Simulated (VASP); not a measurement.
Wanted: the native input for a VASP 6.6.1 run.

- Task: relaxation of cell and atoms
- Functional: PBE
- Potentials or basis: VASP PAW PBE potentials, release 64 (Pt)
- Cutoff: 600 eV
- k mesh: 8 × 8 × 8
- Occupations: gaussian, width 0.1 eV
- Spin: no spin polarisation
- Dipole correction: no
- Further INCAR settings: ALGO = Normal; EDIFF = 1e-06; IBRION = 2; EDIFFG = -0.05; NSW = 100; ISIF = 3

The structure of Pt lies in POSCAR:

```
Pt
1.0
    0.0000000000      1.9609000000      1.9609000000
    1.9609000000      0.0000000000      1.9609000000
    1.9609000000      1.9609000000      0.0000000000
Pt
1
Direct
    0.0000000000      0.0000000000      0.0000000000
```

One way to write it, as run:

INCAR

```
ALGO     = Normal         # electronic algorithm
EDIFF    = 1E-6           # SCF threshold, eV
EDIFFG   = -0.05          # ionic threshold
ENCUT    = 600            # plane-wave cutoff, eV
GGA      = PE             # functional
IBRION   = 2              # ionic algorithm
ISIF     = 3              # what is computed and relaxed
ISMEAR   = 0              # smearing method
LASPH    = T              # aspherical terms in the spheres
LCHARG   = F              # write CHGCAR
LREAL    = F              # projectors in reciprocal space
LWAVE    = F              # write WAVECAR
NELM     = 80             # most SCF steps
NSW      = 100            # ionic steps
PREC     = Accurate       # precision mode
SIGMA    = 0.1            # smearing width, eV
```

KPOINTS

```
k-points
0
Gamma
  8 8 8
```

Potentials or basis: VASP PAW PBE potentials, release 64 (Pt).

Run with:

```sh
$ cat potpaw_PBE.64/Pt/POTCAR > POTCAR
$ mpirun -np 1 vasp_std > vasp.out
```

It gave:

```yaml
Relaxed_volume: 15.59 Å³/atom
Relaxed_cell: a = 2.804 Å, b = 2.804 Å, c = 2.804 Å, α = 60.00°, β = 60.00°, γ = 60.00°
Space_group_after_relaxing_to_0.05_Å: Fm-3m (No. 225)
Energy_gained_by_relaxing: 13.3 meV/atom
Ionic_steps: 3
Pressure_after_relaxing: -0.2 GPa
Band_gap_on_the_k_mesh: zero (band 5 reaches 11.06 eV, above the bottom of band 6 at 8.96 eV)
```

Caveat: spin-orbit coupling is left out, which moves the levels of the heavy elements.

Run time: 9.6 s on 1 thread of Intel(R) Xeon(R) Platinum 8259CL CPU @ 2.50GHz (Skylake/Cascade Lake), on a shared host, peak memory 0.14 GiB.
